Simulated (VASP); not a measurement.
Wanted: the native input for a VASP 6.6.1 run.

```
Task                   : single point
Functional             : PBE
Potentials or basis    : VASP PAW PBE potentials, release 64 (Au)
Cutoff                 : 520 eV
k mesh                 : 9 × 9 × 16
Occupations            : gaussian, width 0.1 eV
Spin                   : no spin polarisation
Dipole correction      : no
Further INCAR settings : ALGO = Fast; EDIFF = 1e-06; NBANDS = 18
```

The structure of Au lies in POSCAR:

```
Au
1.0
    4.0529619339      0.0000000000     -0.0064842648
    0.0000000000      4.0529671209      0.0000000000
   -2.0299106341      0.0000000000      2.1707081225
Au
2
Direct
    0.0000000000      0.0000000000      0.0000000000
    0.5000000000      0.5000000000      0.0000000000
```

The input as run:

INCAR

```
SYSTEM = Au
ALGO = Fast ; EDIFF = 1E-6
ENCUT = 520 ; GGA = PE
ISIF = 2 ; ISMEAR = 0
LASPH = .True. ; LCHARG = .False.
LREAL = .False. ; LWAVE = .False.
NBANDS = 18 ; NELM = 80
PREC = Accurate ; SIGMA = 0.1
```

KPOINTS

```
k-points
0
Gamma
  9 9 16
  0 0 0
```

Potentials or basis: VASP PAW PBE potentials, release 64 (Au).

Run with:

```sh
$ cat potpaw_PBE.64/Au/POTCAR > POTCAR
$ mpirun -np 1 vasp_std > vasp.out
```

Results of the run:

```yaml
Pressure: 1.2 GPa
Band_gap_on_the_k_mesh: zero (band 11 reaches 12.80 eV, above the bottom of band 12 at 6.19 eV)
```

Caveat: spin-orbit coupling is left out, which moves the levels of the heavy elements.

It took 2.3 min on 1 thread of Intel Xeon 6975P-C, with other jobs on the host, peak memory 0.31 GiB.
